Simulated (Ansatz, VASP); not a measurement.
## One calculation of NbN, two programs

```
Nb N
1.0
     0.00000    2.20903    2.20903
     2.20903    0.00000    2.20903
     2.20903    2.20903    0.00000
Nb N
1 1
Direct
  0.50000 0.50000 0.50000
  0.00000 0.00000 0.00000
```

Change from the starting cell: volume scaled by 1.02, PAW files.

Alike in both runs: task electric field gradients; functional PBEsol; k mesh 14 × 14 × 14; occupations fermi-dirac, width 0.08 eV; no spin polarisation.

```csv
,VASP,Ansatz
version,VASP 6.6.1,Ansatz 0.2.0
potentials or method,"VASP PAW PBE potentials, release 64 (Nb_sv, N)","PAW with Ansatz's default frozen-core files, scalar-relativistic"
plane-wave cutoff (eV),520,420
valence electrons in the cell,18,18
```

VASP gave:

| Quantity | Value |
| --- | --- |
| pressure (GPa) | -8.5 |

Question: What did Ansatz give for the same quantities?

Answer: Pressure (GPa): -8.0.

VASP's potentials were made for PBE, not for PBEsol. With one functional, cell and mesh, what is left measures potentials, basis and numerics.
